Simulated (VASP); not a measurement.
Wanted: the native input for a VASP 6.6.1 run.

| Property | Result |
| --- | --- |
| Task | relaxation of cell and atoms |
| Functional | PBE |
| Potentials or basis | VASP PAW PBE potentials, release 64 (Cu) |
| Cutoff | 600 eV |
| k mesh | 14 × 14 × 14 |
| Occupations | fermi-dirac, width 0.05 eV |
| Spin | no spin polarisation |
| Target pressure | 60 GPa |
| Dipole correction | no |
| Further INCAR settings | ALGO = Normal; EDIFF = 1e-06; IBRION = 2; EDIFFG = -0.01; NSW = 80; ISIF = 3 |

The structure of Cu lies in POSCAR:

```
Cu
1.0
    0.0000000000      2.4850000000      2.4850000000
    2.4850000000      0.0000000000      2.4850000000
    2.4850000000      2.4850000000      0.0000000000
Cu
2
Direct
    0.0000000000      0.0000000000      0.0000000000
    0.2500000000      0.2500000000      0.2500000000
```

This isn't the form of Cu at room conditions, which is fcc.

The input as run:

INCAR

```
ALGO = Normal
EDIFF = 1E-6
EDIFFG = -0.01
ENCUT = 600
GGA = PE
IBRION = 2
ISIF = 3
ISMEAR = -1
LASPH = T
LCHARG = F
LREAL = F
LWAVE = F
NELM = 100
NSW = 80
PREC = Accurate
PSTRESS = 600.0
SIGMA = 0.05
```

KPOINTS

```
k-points
0
Gamma
  14 14 14
```

Potentials or basis: VASP PAW PBE potentials, release 64 (Cu).

Launch:

```sh
$ cat potpaw_PBE.64/Cu/POTCAR > POTCAR
$ mpirun -np 1 vasp_std > vasp.out
```

Results of the run:

```
Relaxed volume                                             : 12.80 Å³/atom
Relaxed cell                                               : a = 3.308 Å, b = 3.308 Å, c = 3.308 Å, α = 60.00°, β = 60.00°, γ = 60.00°
Space group after relaxing (to 0.1 Å)                      : Fd-3m (No. 227)
Energy change on relaxing (the run minimises the enthalpy) : +603.8 meV/atom
Ionic steps                                                : 5
Pressure after relaxing                                    : 60.0 GPa
Band gap on the k mesh                                     : zero (bands 11 and 12 overlap by 1.16 eV)
```

Caveat: the cell is relaxed towards a set pressure, so the run minimises the enthalpy, not the energy; the volume moved by over 15 % at a fixed basis, so the end points are rough.

It took 5.3 min on 1 thread of Intel Xeon 8259CL, on a shared host, peak memory 0.2 GiB.
